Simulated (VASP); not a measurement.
# MgB15N15 (a cell with a defect) in VASP: a series of runs, part 2 of 2

VASP 6.6.1. Earlier steps stand in the parts before.

## 3. Relaxation of the atoms, PBE

The input, INCAR:

```
PREC = Accurate
ENCUT = 520
EDIFF = 1E-7
ISMEAR = 0
SIGMA = 0.01
LREAL = Auto
LASPH = T
NELM = 120
ALGO = Normal
ISIF = 2
LWAVE = F
LCHARG = F
GGA = PE
IBRION = 2
NSW = 100
EDIFFG = -0.03
GGA_COMPAT = F
NELMIN = 4
ISYM = -1
```

The input, KPOINTS:

```
explicit points
1
Reciprocal
  0.25000000   0.25000000   0.25000000 1
```

The input, POSCAR:

```
MgB15N15
1.0
   -3.6241103800      3.6241103800     -3.6241103800
    3.6241103800      3.6241103800      3.6241103800
    3.6241103800     -3.6241103800     -3.6241103800
B Mg N
15 1 15
Direct
    0.0000000000      0.0000000000      0.0000000000
    0.0000000000      0.2500000000      0.7500000000
    0.0000000000      0.5000000000      0.5000000000
    0.0000000000      0.7500000000      0.2500000000
    0.2500000000      0.0000000000      0.7500000000
    0.2500000000      0.5000000000      0.2500000000
    0.2500000000      0.7500000000      0.0000000000
    0.5000000000      0.0000000000      0.5000000000
    0.5000000000      0.2500000000      0.2500000000
    0.5000000000      0.5000000000      0.0000000000
    0.5000000000      0.7500000000      0.7500000000
    0.7500000000      0.0000000000      0.2500000000
    0.7500000000      0.2500000000      0.0000000000
    0.7500000000      0.5000000000      0.7500000000
    0.7500000000      0.7500000000      0.5000000000
    0.2500000000      0.2500000000      0.5000000000
    0.0000000000      0.2500000000      0.0000000000
    0.0000000000      0.5000000000      0.7500000000
    0.0000000000      0.7500000000      0.5000000000
    0.2500000000      0.0000000000      0.0000000000
    0.2500000000      0.2500000000      0.7500000000
    0.2500000000      0.5000000000      0.5000000000
    0.2500000000      0.7500000000      0.2500000000
    0.5000000000      0.0000000000      0.7500000000
    0.5000000000      0.2500000000      0.5000000000
    0.5000000000      0.5000000000      0.2500000000
    0.5000000000      0.7500000000      0.0000000000
    0.7500000000      0.0000000000      0.5000000000
    0.7500000000      0.2500000000      0.2500000000
    0.7500000000      0.5000000000      0.0000000000
    0.7500000000      0.7500000000      0.7500000000
```

Potentials or basis: VASP PAW PBE potentials, release 64 (B, Mg, N).

Command:

```console
cat potpaw_PBE.64/B/POTCAR potpaw_PBE.64/Mg/POTCAR potpaw_PBE.64/N/POTCAR > POTCAR
mpirun -np 1 vasp_std > vasp.out
```

Run time: 9.4 min. Hardware: 1 thread of Intel Xeon Platinum 8175M at 2.50GHz (Skylake/Cascade Lake), shared host; peak memory 0.34 GiB.

The run converged. Its results:

* Free energy: -257.7433 eV
* Energy gained by relaxing: 204.4 meV/atom
* Ionic steps: 17
* Pressure after relaxing: 11.7 GPa
* Largest force after relaxing: 0.019 eV/Å
* Band gap on the k mesh: 4.04 eV

Forces on the atoms (eV/Å):
```
B   -0.009  0.009  0.009
B    0.009 -0.005  0.006
B    0.009 -0.006  0.005
B   -0.009 -0.009 -0.009
B   -0.006 -0.005 -0.009
B   -0.006  0.009  0.005
B    0.008 -0.001  0.001
B   -0.005 -0.006 -0.009
B   -0.005  0.009  0.006
B    0.000 -0.007  0.000
B    0.000  0.000  0.007
B    0.009 -0.009  0.009
B   -0.001 -0.001 -0.008
B   -0.007  0.000  0.000
B   -0.001  0.008  0.001
Mg   0.011  0.011 -0.011
N    0.004  0.011  0.000
N   -0.019 -0.002  0.002
N    0.004  0.000 -0.011
N    0.000  0.011 -0.004
N    0.008  0.000 -0.008
N    0.008  0.008  0.000
N    0.000  0.004 -0.011
N   -0.002 -0.002  0.019
N    0.000  0.008 -0.008
N   -0.002 -0.019  0.002
N   -0.006 -0.007  0.007
N    0.011  0.000 -0.004
N    0.011  0.004  0.000
N   -0.007 -0.007  0.006
N   -0.007 -0.006  0.007
```

Stress tensor (GPa, compression positive):
```
11.67 -0.75  0.75
-0.75 11.67  0.75
 0.75  0.75 11.67
```

The path:
```
step  energy change (eV)  largest force (eV/Å)  pressure (GPa)
   1              0.0000               14.9009           18.83
   2              7.2957               13.3667           26.58
   3             -5.5251                1.8918           12.03
   4             -5.5570                1.8190           11.98
   5             -5.5621                2.0426           11.96
   6             -6.0513                1.2057           12.12
   7             -6.1211                1.3734           11.97
   8             -6.2596                0.5690           12.07
   9             -6.2601                0.6124           12.06
  10             -6.3094                0.2915           11.82
  11             -6.3096                0.3085           11.80
  12             -6.3333                0.1413           11.64
  13             -6.3335                0.1324           11.65
  14             -6.3366                0.0938           11.62
  15             -6.3373                0.0575           11.63
  16             -6.3378                0.0337           11.68
  17             -6.3378                0.0193           11.67
```

Final structure:
```
B Mg N
1.0
    -3.62411    3.62411   -3.62411
     3.62411    3.62411    3.62411
     3.62411   -3.62411   -3.62411
B Mg N
15 1 15
Direct
  0.99429 0.99429 0.97818
  0.00792 0.25362 0.75691
  0.00792 0.50691 0.50362
  0.99429 0.72818 0.24429
  0.25362 0.00792 0.75691
  0.25362 0.50691 0.25792
  0.24961 0.75105 0.00105
  0.50691 0.00792 0.50362
  0.50691 0.25362 0.25792
  0.49777 0.49777 0.00179
  0.49777 0.75179 0.74777
  0.72818 0.99429 0.24429
  0.75105 0.24961 0.00105
  0.75179 0.49777 0.74777
  0.75105 0.75105 0.49961
  0.18273 0.18273 0.43273
  0.99933 0.24994 0.00656
  0.00737 0.50493 0.75493
  0.99933 0.75656 0.49994
  0.24994 0.99933 0.00656
  0.25222 0.25222 0.77960
  0.25222 0.52960 0.50222
  0.24994 0.75656 0.24933
  0.50493 0.00737 0.75493
  0.52960 0.25222 0.50222
  0.50493 0.50493 0.25737
  0.50064 0.75050 0.00050
  0.75656 0.99933 0.49994
  0.75656 0.24994 0.24933
  0.75050 0.50064 0.00050
  0.75050 0.75050 0.75064
```

Levels at points of the mesh, in eV from the valence-band top:
```tsv
k point	band 59	band 60	band 61	band 62	band 63	band 64
(0.25, 0.25, 0.25)	-0.21	0.00	0.00	4.04	4.04	7.13
```

## 4. Relaxation of the atoms, PBE

The input, INCAR:

```
SYSTEM = MgB15N15
ALGO = Normal
EDIFF = 1E-7
EDIFFG = -0.03
ENCUT = 520
GGA = PE
GGA_COMPAT = .False.
IBRION = 2
ISIF = 2
ISMEAR = 0
ISYM = -1
LASPH = .True.
LCHARG = .False.
LREAL = Auto
LWAVE = .False.
NELECT = 120.0
NELM = 120
NELMIN = 4
NSW = 100
PREC = Accurate
SIGMA = 0.01
```

KPOINTS is that of step 3.

POSCAR is that of step 3.

Command:

```console
cat potpaw_PBE.64/B/POTCAR potpaw_PBE.64/Mg/POTCAR potpaw_PBE.64/N/POTCAR > POTCAR
mpirun -np 1 vasp_std > vasp.out
```

Wall time 24 min (1 thread of Intel Xeon Platinum 8175M at 2.50GHz (Skylake/Cascade Lake), shared host); peak memory 0.35 GiB.

It converged, with:

```yaml
Free_energy: -272.9645 eV
Energy_gained_by_relaxing: 274.6 meV/atom
Ionic_steps: 31
Largest_force_after_relaxing: 0.015 eV/Å
```

Forces on the atoms (eV/Å):
```
B    0.002 -0.002 -0.003
B   -0.006  0.006  0.000
B   -0.005  0.000 -0.006
B    0.003  0.003  0.003
B    0.000  0.006  0.006
B    0.000 -0.005 -0.005
B    0.000  0.000  0.001
B    0.006  0.000  0.005
B    0.006 -0.006 -0.001
B   -0.002  0.002  0.002
B   -0.002 -0.002 -0.004
B   -0.002  0.002 -0.003
B    0.000  0.000 -0.001
B    0.003 -0.002  0.002
B    0.000  0.000  0.000
Mg  -0.006 -0.005  0.007
N    0.002  0.001  0.000
N   -0.003  0.003 -0.003
N    0.002  0.001  0.000
N   -0.001  0.001 -0.002
N   -0.009  0.009  0.009
N   -0.008 -0.008 -0.008
N    0.001  0.001  0.000
N    0.003  0.003  0.003
N    0.009 -0.009  0.008
N    0.003 -0.003 -0.002
N    0.002  0.001 -0.001
N    0.001 -0.001 -0.002
N    0.001  0.002 -0.001
N    0.001  0.001 -0.003
N    0.001  0.001 -0.001
```

Step by step:
| step | energy change (eV) | largest force (eV/Å) | pressure (GPa) |
| --- | --- | --- | --- |
| 1 | 0.0000 | 15.1524 | -0.60 |
| 2 | 4.2727 | 12.4419 | 3.24 |
| 3 | -6.3960 | 1.5449 | -7.73 |
| 4 | -6.4146 | 1.7363 | -7.78 |
| 5 | -6.4183 | 1.9252 | -7.81 |
| 6 | -6.8339 | 1.0428 | -7.80 |
| 7 | -6.8927 | 1.2815 | -7.92 |
| 8 | -7.0450 | 0.6596 | -7.58 |
| 9 | -7.0513 | 0.7815 | -7.43 |
| 10 | -7.1992 | 1.1174 | -6.97 |
| 11 | -7.4347 | 2.5843 | -6.07 |
| 12 | -7.4683 | 2.6922 | -5.98 |
| 13 | -7.5661 | 2.9918 | -5.78 |
| 14 | -7.6721 | 3.0082 | -5.53 |
| 15 | -7.7681 | 2.8826 | -5.44 |
| 16 | -7.9974 | 2.5100 | -5.11 |
| 17 | -8.1786 | 1.7579 | -4.18 |
| 18 | -8.2457 | 1.6247 | -4.16 |
| 19 | -8.3602 | 1.2390 | -4.00 |
| 20 | -8.3705 | 1.0882 | -3.90 |
| 21 | -8.4191 | 0.8710 | -3.67 |
| 22 | -8.4523 | 0.5027 | -3.23 |
| 23 | -8.4744 | 0.3681 | -3.08 |
| 24 | -8.4923 | 0.3894 | -2.74 |
| 25 | -8.5091 | 0.1135 | -2.60 |
| 26 | -8.5101 | 0.1046 | -2.56 |
| 27 | -8.5124 | 0.0620 | -2.58 |
| 28 | -8.5125 | 0.0564 | -2.59 |
| 29 | -8.5130 | 0.0323 | -2.58 |
| 30 | -8.5130 | 0.0303 | -2.58 |
| 31 | -8.5131 | 0.0152 | -2.59 |

Final structure:
```
CELL_PARAMETERS angstrom
-3.62411 3.62411 -3.62411
3.62411 3.62411 3.62411
3.62411 -3.62411 -3.62411
ATOMIC_POSITIONS crystal
B 0.99937 0.99939 0.93883
B 0.01149 0.25834 0.75435
B 0.01148 0.50433 0.50832
B 0.99939 0.68880 0.24938
B 0.25833 0.01149 0.75435
B 0.25833 0.50433 0.26148
B 0.24407 0.74985 0.99986
B 0.50435 0.01148 0.50832
B 0.50434 0.25834 0.26149
B 0.49966 0.49966 0.00484
B 0.49964 0.75483 0.74964
B 0.68882 0.99940 0.24937
B 0.74984 0.24408 0.99984
B 0.75483 0.49966 0.74965
B 0.74986 0.74986 0.49407
Mg 0.18053 0.18049 0.43055
N 0.00105 0.24876 0.00900
N 0.00851 0.50587 0.75587
N 0.00106 0.75900 0.49876
N 0.24875 0.00106 0.00903
N 0.25387 0.25387 0.77884
N 0.25386 0.52878 0.50386
N 0.24877 0.75899 0.25106
N 0.50586 0.00850 0.75586
N 0.52882 0.25387 0.50386
N 0.50588 0.50588 0.25851
N 0.50368 0.75378 0.00377
N 0.75903 0.00107 0.49875
N 0.75899 0.24876 0.25105
N 0.75377 0.50369 0.00377
N 0.75378 0.75378 0.75368
```

Levels at points of the mesh, in eV from the Fermi level:
| k point | band 58 | band 59 | band 60 | band 61 | band 62 | band 63 |
| --- | --- | --- | --- | --- | --- | --- |
| (0.25, 0.25, 0.25) | -1.56 | -0.11 | -0.11 | 1.02 | 4.07 | 4.07 |

Caveat: the cell carries a net charge on a neutralising background, which shifts energy and pressure; the cell is charged against a uniform background, so pressure and absolute levels hang on convention.

## 5. Relaxation of the atoms, PBE

The input, INCAR:

```
PREC = Accurate
ENCUT = 520
EDIFF = 1E-7
ISMEAR = -1
SIGMA = 0.01
LREAL = Auto
LASPH = True
NELM = 120
ALGO = Normal
ISIF = 2
LWAVE = False
LCHARG = False
GGA = PE
IBRION = 2
NSW = 100
EDIFFG = -0.03
NELECT = 120.0
GGA_COMPAT = False
NELMIN = 4
ISYM = -1
```

KPOINTS is that of step 4.

POSCAR is that of step 4.

Command:

```console
cat potpaw_PBE.64/B/POTCAR potpaw_PBE.64/Mg/POTCAR potpaw_PBE.64/N/POTCAR > POTCAR
mpirun -np 1 vasp_std > vasp.out
```

It took 21 min on 1 thread of Intel Xeon Platinum 8175M at 2.50GHz (Skylake/Cascade Lake), shared host; peak memory 0.34 GiB.

The run converged. Its results:

```
Free energy                  : -272.9644 eV
Energy gained by relaxing    : 274.0 meV/atom
Ionic steps                  : 32
Largest force after relaxing : 0.029 eV/Å
```

Forces on the atoms (eV/Å):
```
B    0.009 -0.026 -0.009
B    0.000  0.010  0.008
B    0.000 -0.008 -0.010
B    0.009  0.009  0.026
B   -0.008  0.010  0.000
B   -0.008  0.000 -0.010
B   -0.005  0.000  0.000
B    0.010 -0.008  0.000
B    0.009  0.000  0.008
B    0.003  0.002 -0.003
B    0.003  0.003 -0.002
B   -0.026  0.009 -0.009
B    0.000  0.000  0.005
B    0.002  0.003 -0.003
B    0.000 -0.005  0.000
Mg   0.013  0.013 -0.013
N    0.000 -0.004  0.006
N   -0.007  0.008 -0.008
N    0.000 -0.006  0.004
N   -0.006 -0.004  0.000
N   -0.015  0.006  0.015
N   -0.015 -0.015 -0.006
N   -0.006  0.000  0.004
N    0.008  0.008  0.007
N    0.006 -0.015  0.015
N    0.009 -0.007 -0.008
N    0.024  0.000  0.000
N   -0.004 -0.006  0.000
N   -0.004  0.000  0.006
N    0.000  0.000 -0.024
N    0.000  0.024  0.000
```

Step by step:
| step | energy change (eV) | largest force (eV/Å) | pressure (GPa) |
| --- | --- | --- | --- |
| 1 | 0.0000 | 15.1406 | -0.54 |
| 2 | 4.2521 | 12.4227 | 3.28 |
| 3 | -6.3955 | 1.5448 | -7.71 |
| 4 | -6.4139 | 1.7493 | -7.76 |
| 5 | -6.4175 | 1.9378 | -7.78 |
| 6 | -6.8343 | 1.0541 | -7.79 |
| 7 | -6.8921 | 1.2557 | -7.91 |
| 8 | -7.0511 | 0.7239 | -7.48 |
| 9 | -7.0591 | 0.8563 | -7.33 |
| 10 | -7.2076 | 1.1506 | -6.86 |
| 11 | -7.4977 | 2.4346 | -5.87 |
| 12 | -7.5046 | 3.0626 | -5.68 |
| 13 | -7.5297 | 3.1230 | -5.64 |
| 14 | -7.5795 | 3.0997 | -5.51 |
| 15 | -7.5256 | 2.9520 | -5.27 |
| 16 | -7.5856 | 3.0673 | -5.46 |
| 17 | -7.6413 | 3.0057 | -5.42 |
| 18 | -7.7937 | 2.8216 | -5.30 |
| 19 | -8.0297 | 2.4485 | -4.97 |
| 20 | -8.2069 | 1.6867 | -3.97 |
| 21 | -8.2850 | 1.4771 | -3.91 |
| 22 | -8.4050 | 0.8464 | -3.54 |
| 23 | -8.4086 | 0.7159 | -3.44 |
| 24 | -8.4418 | 0.6018 | -3.37 |
| 25 | -8.4662 | 0.3891 | -3.20 |
| 26 | -8.4750 | 0.3286 | -3.08 |
| 27 | -8.4831 | 0.1964 | -2.77 |
| 28 | -8.4897 | 0.0945 | -2.71 |
| 29 | -8.4911 | 0.1180 | -2.67 |
| 30 | -8.4930 | 0.0540 | -2.64 |
| 31 | -8.4931 | 0.0707 | -2.63 |
| 32 | -8.4935 | 0.0291 | -2.63 |

Final structure:
```yaml
crystal:
  lattice:
    - [-3.62411, 3.62411, -3.62411]
    - [3.62411, 3.62411, 3.62411]
    - [3.62411, -3.62411, -3.62411]
  atoms:
    - { symbol: B, position: [0.99946, 0.99946, 0.93864] }
    - { symbol: B, position: [0.01156, 0.25837, 0.75437] }
    - { symbol: B, position: [0.01156, 0.50437, 0.50837] }
    - { symbol: B, position: [0.99946, 0.68864, 0.24946] }
    - { symbol: B, position: [0.25837, 0.01156, 0.75437] }
    - { symbol: B, position: [0.25837, 0.50437, 0.26156] }
    - { symbol: B, position: [0.24406, 0.74988, 0.99988] }
    - { symbol: B, position: [0.50437, 0.01156, 0.50837] }
    - { symbol: B, position: [0.50437, 0.25837, 0.26156] }
    - { symbol: B, position: [0.49965, 0.49965, 0.00476] }
    - { symbol: B, position: [0.49965, 0.75476, 0.74965] }
    - { symbol: B, position: [0.68864, 0.99946, 0.24946] }
    - { symbol: B, position: [0.74988, 0.24406, 0.99988] }
    - { symbol: B, position: [0.75476, 0.49965, 0.74965] }
    - { symbol: B, position: [0.74988, 0.74988, 0.49406] }
    - { symbol: Mg, position: [0.17989, 0.17989, 0.42989] }
    - { symbol: N, position: [0.00115, 0.24883, 0.00906] }
    - { symbol: N, position: [0.00846, 0.50590, 0.75590] }
    - { symbol: N, position: [0.00115, 0.75906, 0.49883] }
    - { symbol: N, position: [0.24883, 0.00115, 0.00906] }
    - { symbol: N, position: [0.25390, 0.25390, 0.77873] }
    - { symbol: N, position: [0.25390, 0.52873, 0.50390] }
    - { symbol: N, position: [0.24883, 0.75906, 0.25115] }
    - { symbol: N, position: [0.50590, 0.00846, 0.75590] }
    - { symbol: N, position: [0.52873, 0.25390, 0.50390] }
    - { symbol: N, position: [0.50590, 0.50590, 0.25846] }
    - { symbol: N, position: [0.50371, 0.75376, 0.00376] }
    - { symbol: N, position: [0.75906, 0.00115, 0.49883] }
    - { symbol: N, position: [0.75906, 0.24883, 0.25115] }
    - { symbol: N, position: [0.75375, 0.50371, 0.00376] }
    - { symbol: N, position: [0.75376, 0.75376, 0.75371] }
```

Levels at points of the mesh, in eV from the Fermi level:
| k point | band 56 | band 57 | band 58 | band 59 | band 60 | band 61 | band 62 | band 63 | band 64 | band 65 |
| --- | --- | --- | --- | --- | --- | --- | --- | --- | --- | --- |
| (0.25, 0.25, 0.25) | -1.80 | -1.80 | -1.75 | -0.30 | -0.30 | 0.84 | 3.88 | 3.88 | 6.35 | 6.57 |

Caveat: the cell carries a net charge on a neutralising background, which shifts energy and pressure; the cell is charged against a uniform background, so pressure and absolute levels hang on convention.
